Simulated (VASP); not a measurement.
# RbBr (I4/mmm) in VASP: notebook, part 2 of 2

VASP 6.6.1.

## 5. Single point, PBEsol

This run uses another cell than the first one, of the same volume but with other edges.

Input file INCAR:

```
SYSTEM = RbBr
PREC = Accurate ; ENCUT = 520
EDIFF = 1E-6 ; ISMEAR = 0
SIGMA = 0.05 ; LREAL = .False.
LASPH = .True. ; NELM = 60
ALGO = Normal ; ISIF = 2
LWAVE = .False. ; LCHARG = .False.
GGA = PS ; NBANDS = 15
```

Input file KPOINTS:

```
regular mesh
0
Gamma
  6 6 6
  0 0 0
```

Input file POSCAR:

```
RbBr
1.0
    0.0000000000      3.2254009890      3.8704811868
    3.2254009890      0.0000000000      3.8704811868
    3.2254009890      3.2254009890      0.0000000000
Rb Br
1 1
Direct
    0.0000000000      0.0000000000      0.0000000000
    0.5000000000      0.5000000000      0.5000000000
```

The run is started by

```sh
> cat potpaw_PBE.64/Rb_sv/POTCAR potpaw_PBE.64/Br/POTCAR > POTCAR
> mpirun -np 1 vasp_std > vasp.out
```

It took 66 s on 1 thread of Intel Xeon 8259CL, shared host; peak memory 0.24 GiB.

It converged, with:

* Free energy: -6.2219 eV
* Pressure: 1.3 GPa
* Band gap on the k mesh: 4.08 eV

Stress tensor (GPa, compression positive):
```
 2.70  0.00  0.00
 0.00  2.70  0.00
 0.00  0.00 -1.45
```

Levels at points of the mesh, in eV from the valence-band top:
```csv
k point,band 5,band 6,band 7,band 8,band 9,band 10,band 11,band 12
"(0.00, 0.00, 0.00)",-8.50,-0.19,0.00,0.00,4.08,6.44,7.58,7.58
"(0.50, 0.00, 0.00)",-8.34,-1.17,-0.51,-0.48,6.54,7.38,9.41,9.57
"(0.50, 0.50, 0.00)",-8.53,-0.72,-0.09,-0.09,5.50,6.94,8.36,8.90
"(0.50, 0.00, 0.50)",-8.53,-0.41,-0.32,-0.22,5.43,7.05,9.10,9.35
```

Caveat: the PAW data sets were made with another functional, which shifts forces and pressure a little.

## 6. Single point, PBEsol

This run uses another cell than the first one, of the same volume but with other edges.

Input file INCAR:

```
SYSTEM = RbBr
  PREC = Accurate
  ENCUT = 520
  EDIFF = 1E-6
  ISMEAR = 0
  SIGMA = 0.05
  LREAL = .False.
  LASPH = .True.
  NELM = 60
  ALGO = Normal
  ISIF = 2
  LWAVE = .False.
  LCHARG = .False.
  GGA = PS
  NBANDS = 15
```

Input file KPOINTS:

```
Automatic mesh
0
Gamma
  6 6 6
  0 0 0
```

Input file POSCAR:

```
RbBr
1.0
    0.0000000000      3.7234534543      2.9042936943
    3.7234534543      0.0000000000      2.9042936943
    3.7234534543      3.7234534543      0.0000000000
Rb Br
1 1
Direct
    0.0000000000      0.0000000000      0.0000000000
    0.5000000000      0.5000000000      0.5000000000
```

Potentials or basis: VASP PAW PBE potentials, release 64 (Rb_sv, Br).

The run is started by

```sh
> cat potpaw_PBE.64/Rb_sv/POTCAR potpaw_PBE.64/Br/POTCAR > POTCAR
> mpirun -np 1 vasp_std > vasp.out
```

OUTCAR:

```text
SYSTEM = RbBr
   PREC = Accurate
   ENCUT = 520
   EDIFF = 1E-6
   ISMEAR = 0
   LREAL = .False.
   LASPH = .True.
   NELM = 60
   ISIF = 2
   GGA = PS

 ion  position               nearest neighbor table
   1  0.000  0.000  0.000-   2 2.90   2 2.90   2 3.72   2 3.72   2 3.72   2 3.72
   2  0.500  0.500  0.500-   1 2.90   1 2.90   1 3.72   1 3.72   1 3.72   1 3.72

  LATTYP: Found a body centered tetragonal cell.
 ALAT       =     5.2657583739
 C/A-ratio  =     1.1030865786

  Lattice vectors:

 A1 = (   0.0000000000,  -3.7234534543,  -2.9042936943)
 A2 = (   0.0000000000,   3.7234534543,  -2.9042936943)
 A3 = (   3.7234534543,   0.0000000000,   2.9042936943)

Analysis of symmetry for initial positions (statically):
=====================================================================
 Subroutine PRICEL returns:
 Original cell was already a primitive cell.

 Routine SETGRP: Setting up the symmetry group for a
 body centered tetragonal supercell.

 Subroutine GETGRP returns: Found 16 space group operations
 (whereof 16 operations were pure point group operations)
 out of a pool of 16 trial point group operations.

The static configuration has the point symmetry D_4h.

[... 177 lines left out ...]
      9       2.2251      0.00000
     10       5.0259      0.00000
     11       5.0259      0.00000
     12       5.5588      0.00000
     13       6.5818      0.00000
     14       7.5358      0.00000
[... 401 lines left out ...]
      2     -14.1268      2.00000
      3     -10.3685      2.00000
      4     -10.3283      2.00000
      5     -10.1849      2.00000
      6      -2.4525      2.00000
      7      -2.1249      2.00000
      8      -1.7249      2.00000
      9       4.3587      0.00000
     10       5.0023      0.00000
     11       6.4772      0.00000
     12       7.4202      0.00000
     13       8.3257      0.00000
     14       8.3467      0.00000
     15       8.6606      0.00000

 [... further k-points ...]

------------------------ aborting loop because EDIFF is reached ----------------------------------------

  FORCE on cell =-STRESS in cart. coord.  units (eV):
  Direction    XX          YY          ZZ          XY          YZ          ZX
  --------------------------------------------------------------------------------------
  -------------------------------------------------------------------------------------
  Total       -0.6185667     -0.6185667      6.7905553      0.0000000      0.0000000      0.0000000
  in kB      -12.3065053    -12.3065053    135.0994212      0.0000000      0.0000000      0.0000000
  external PRESSURE =      36.8288035 kB  Pullay stress =       0.0000000 kB

 VOLUME and BASIS-vectors are now :
 -----------------------------------------------------------------------------
  energy-cutoff  :      520.00
  volume of cell :       80.53
      direct lattice vectors                 reciprocal lattice vectors
     0.000000000  3.723453454  2.904293694    -0.134283940  0.134283940  0.172158897
     3.723453454  0.000000000  2.904293694     0.134283940 -0.134283940  0.172158897
     3.723453454  3.723453454  0.000000000     0.134283940  0.134283940 -0.172158897

 POSITION                                       TOTAL-FORCE (eV/Angst)
 -----------------------------------------------------------------------------------
      0.00000      0.00000      0.00000         0.000000     -0.000000      0.000000
      3.72345      3.72345      2.90429        -0.000000      0.000000     -0.000000
 -----------------------------------------------------------------------------------
    total drift:                                0.000000      0.000000      0.000000

  FREE ENERGIE OF THE ION-ELECTRON SYSTEM (eV)
  ---------------------------------------------------
  free  energy   TOTEN  =        -5.8747797616 eV

  energy  without entropy=       -5.8747797616  energy(sigma->0) =       -5.87477976
```

OSZICAR:

```text
N       E                     dE             d eps       ncg     rms          rms(c)
DAV:   1     0.817572555163E+02    0.81757E+02   -0.65203E+03   900   0.905E+02
DAV:   2    -0.475503714850E+00   -0.82233E+02   -0.75191E+02  1269   0.163E+02
DAV:   3    -0.598512204237E+01   -0.55096E+01   -0.54840E+01  1201   0.433E+01
DAV:   4    -0.614502441965E+01   -0.15990E+00   -0.15987E+00  1319   0.681E+00
DAV:   5    -0.614664577684E+01   -0.16214E-02   -0.16213E-02  1259   0.634E-01    0.530E+00
DAV:   6    -0.588993288315E+01    0.25671E+00   -0.31045E-01  1075   0.265E+00    0.354E+00
DAV:   7    -0.586362093871E+01    0.26312E-01   -0.17465E-01  1194   0.205E+00    0.129E+00
DAV:   8    -0.587290455140E+01   -0.92836E-02   -0.17128E-02  1017   0.750E-01    0.969E-02
DAV:   9    -0.587399140158E+01   -0.10869E-02   -0.12190E-03  1187   0.199E-01    0.711E-02
DAV:  10    -0.587472395924E+01   -0.73256E-03   -0.75330E-04   949   0.142E-01    0.237E-02
DAV:  11    -0.587476976092E+01   -0.45802E-04   -0.55214E-05  1166   0.443E-02    0.690E-03
DAV:  12    -0.587477933462E+01   -0.95737E-05   -0.12086E-05  1040   0.217E-02    0.219E-03
DAV:  13    -0.587477976161E+01   -0.42698E-06   -0.50007E-07   975   0.396E-03
   1 F= -.58747798E+01 E0= -.58747798E+01  d E =-.338396E-18
```

stdout:

```text
POSCAR found type information on POSCAR RbBr
 POSCAR found :  2 types and       2 ions
 scaLAPACK will be used
 -----------------------------------------------------------------------------
|                                                                             |
|                                                                             |
|     You enforced a specific xc type in the INCAR file but a different       |
|     I HOPE YOU KNOW WHAT YOU ARE DOING!                                     |
|                                                                             |
 -----------------------------------------------------------------------------

 LDA part: xc-table for (Slater+PW92), standard interpolation
 POSCAR, INCAR and KPOINTS ok, starting setup
 FFT: planning ... GRIDC
 FFT: planning ... GRID_SOFT
 FFT: planning ... GRID
 WAVECAR not read
 entering main loop
```

It took 56 s on 1 thread of Intel Xeon 8259CL, shared host; peak memory 0.23 GiB.

Results:

* Free energy: -5.8748 eV
* Pressure: 3.7 GPa
* Band gap on the k mesh: 3.49 eV

Stress tensor (GPa, compression positive):
```
-1.23  0.00  0.00
 0.00 -1.23  0.00
 0.00  0.00 13.51
```

Caveat: the cell stands under pressure; the PAW data sets were made with another functional, which shifts forces and pressure a little.

## 7. Summary

```tsv
cell	gap on the mesh (eV)	pressure (GPa)
a = 4.712, b = 4.712, c = 5.441 Å, angles 54.7, 54.7, 70.5°, 2 atoms	2.71	8.2
a = 5.289, b = 5.289, c = 4.319 Å, angles 65.9, 65.9, 48.2°, 2 atoms	3.87	4.5
a = 4.749, b = 4.749, c = 5.117 Å, angles 57.4, 57.4, 65.2°, 2 atoms	3.90	1.4
a = 5.038, b = 5.038, c = 4.561 Å, angles 63.1, 63.1, 53.8°, 2 atoms	4.08	1.3
a = 4.722, b = 4.722, c = 5.266 Å, angles 56.1, 56.1, 67.8°, 2 atoms	3.49	3.7
```

Alike in all rows: task single point; level PBEsol; potentials or basis VASP PAW PBE potentials, release 64 (Rb_sv, Br); no spin polarisation; k mesh 6 × 6 × 6; cutoff (eV) 520; smearing gaussian 0.05 eV.

Caveats: the PAW data sets were made with another functional, which shifts forces and pressure a little; the cell stands under pressure (at least some runs).

Total energies depend on the potentials used, so only differences within one code and one set of settings carry meaning.
